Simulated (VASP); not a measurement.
The system is Ca4AlTl.

```
CELL_PARAMETERS angstrom
0.00000 4.18480 4.18480
4.18480 0.00000 4.18480
4.18480 4.18480 0.00000
ATOMIC_POSITIONS crystal
Ca 0.62577 0.12269 0.62577
Ca 0.62577 0.62577 0.12269
Ca 0.62577 0.62577 0.62577
Ca 0.12269 0.62577 0.62577
Al 0.25000 0.25000 0.25000
Tl 0.00000 0.00000 0.00000
```

| Quantity | Value |
| --- | --- |
| Program | VASP 6.6.1 |
| Task | relaxation of cell and atoms |
| Functional | PBE |
| Potentials or basis | VASP PAW PBE potentials, release 64 (Ca_sv, Al, Tl_d) |
| Cutoff | 600 eV |
| k mesh | 4 × 4 × 4 |
| Occupations | gaussian, width 0.1 eV |
| Spin | no spin polarisation |

At the start: pressure 10.2 GPa; volume 24.43 Å³/atom.

**Question.** Where does the relaxation end?

**Answer.** Over 8 steps the energy falls by 271.0 meV/atom and the volume is 35.85 Å³/atom (+46.8 %); space group F-43m (No. 216, to 0.1 Å) before and after.

Step by step:
```tsv
step	energy change (eV)	largest force (eV/Å)	pressure (GPa)	volume (Å³)
1	0.0000	0.3415	10.15	146.57
2	-1.3632	0.0050	2.99	181.92
3	-1.5983	0.1348	0.68	204.27
4	-1.6184	0.1690	0.24	211.83
5	-1.6205	0.1855	0.00	215.97
6	-1.6204	0.1795	0.09	214.40
7	-1.6253	0.0511	0.06	214.90
8	-1.6258	0.0063	0.05	215.12
```

Final structure:
```xyz
6
Lattice="0.0000 4.7557 4.7557 4.7557 0.0000 4.7557 4.7557 4.7557 0.0000" Properties=species:S:1:pos:R:3 pbc="T T T"
Ca    3.5699    5.9416    3.5699
Ca    3.5699    3.5699    5.9416
Ca    5.9416    5.9416    5.9416
Ca    5.9416    3.5699    3.5699
Al    2.3779    2.3779    2.3779
Tl    0.0000    0.0000    0.0000
```

Caveat: the volume moved by over 15 % at a fixed basis, so the end points are rough.
